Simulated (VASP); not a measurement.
Input of a VASP 6.6.1 run:

File INCAR:

```
  PREC = Accurate
  ENCUT = 600
  EDIFF = 1E-6
  ISMEAR = 0
  SIGMA = 0.02
  LREAL = F
  LASPH = T
  NELM = 60
  ALGO = Normal
  ISIF = 3
  LWAVE = F
  LCHARG = F
  GGA = PE
  IBRION = 2
  NSW = 100
  EDIFFG = -0.01
```

The input KPOINTS:

```
regular mesh
0
Gamma
  6 6 4
```

POSCAR

```
MgCd2Se3
1.0
    4.3422178404      0.0000000000      0.0000000000
   -2.1711089202      3.7604709585      0.0000000000
    0.0000000000      0.0000000000     10.5942141802
Mg Cd Se
1 2 3
Direct
    0.6666666667      0.3333333333      0.3314717802
    0.0000000000      0.0000000000      0.0037670140
    0.3333333333      0.6666666667      0.6638837147
    0.3333333333      0.6666666667      0.9166910379
    0.6666666667      0.3333333333      0.5768210355
    0.0000000000      0.0000000000      0.2573654177
```

Potentials or basis: VASP PAW PBE potentials, release 64 (Mg, Cd, Se).

Launch:

```bash
$ cat potpaw_PBE.64/Mg/POTCAR potpaw_PBE.64/Cd/POTCAR potpaw_PBE.64/Se/POTCAR > POTCAR
$ mpirun -np 1 vasp_std > vasp.out
```

**Question.** What does it give for the space group after relaxing (to 0.05 Å)?

**Answer.** P3m1 (No. 156).

**Question.** What does it give for the band gap on the k mesh?

**Answer.** 0.95 eV, direct.

**Question.** What does it give for the relaxed cell?

**Answer.** a = 4.342 Å, b = 4.342 Å, c = 10.609 Å, α = 90.00°, β = 90.00°, γ = 120.00°.

**Question.** Estimate the relaxed volume.

**Answer.** 28.87 Å³/atom.

The path:
```csv
step,energy change (eV),largest force (eV/Å),pressure (GPa),volume (Å³)
1,0.0000,0.0518,0.07,172.99
2,-0.0003,0.0372,-0.02,173.31
3,-0.0004,0.0292,-0.08,173.51
4,-0.0006,0.0260,-0.03,173.32
5,-0.0007,0.0223,0.02,173.13
6,-0.0008,0.0103,0.00,173.19
7,-0.0008,0.0036,-0.01,173.23
```

A k mesh can miss the band edges. A hybrid or GW would open this gap; PBE tends to underestimate it.
